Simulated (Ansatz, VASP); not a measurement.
**MnSe: VASP beside Ansatz**

```
CELL_PARAMETERS angstrom
0.00000 2.91000 2.91000
2.91000 0.00000 2.91000
2.91000 2.91000 0.00000
ATOMIC_POSITIONS crystal
Mn 0.00000 0.00000 0.00000
Se 0.75000 0.75000 0.75000
```

Alike in both runs: task single point; functional LDA; k mesh 6 × 6 × 6; occupations gaussian, width 0.05 eV; collinear spin; Hubbard terms Mn d U = 6.0 eV.

```csv
,VASP,Ansatz
version,VASP 6.6.1,Ansatz 0.2.0
potentials or method,"VASP PAW LDA potentials, release 64 (Mn_pv, Se), cutoff 520 eV","scalar-relativistic, plane waves, PAW"
valence electrons in the cell,19,31
```

Ansatz gave:

| Quantity | Value |
| --- | --- |
| gap on the k mesh at the Fermi level (eV) | 0.83 |
| least direct gap on the mesh (eV) | 0.83 |
| pressure (GPa) | 2.8 |
| net moment per atom (μB) | 2.50 |
| size of the moment on the site where the two differ most (μB) | 4.45 |

Q: Which values does VASP return?

A: gap on the k mesh at the Fermi level (eV): 0.97; least direct gap on the mesh (eV): 0.97; pressure (GPa): 2.7; net moment per atom (μB): 2.50; size of the moment on the site where the two differ most (μB): 4.62.

LDA's correlation is that of Perdew and Zunger in VASP and of Perdew and Wang (1992) in Ansatz. Site moments also hang on the region over which each program counts them. The programs project onto different local orbitals, so the same U acts differently, and such runs can settle in different states. VASP's potentials hold 19 valence electrons a cell and Ansatz's 31, so a difference there can come from the potentials and not from the codes.
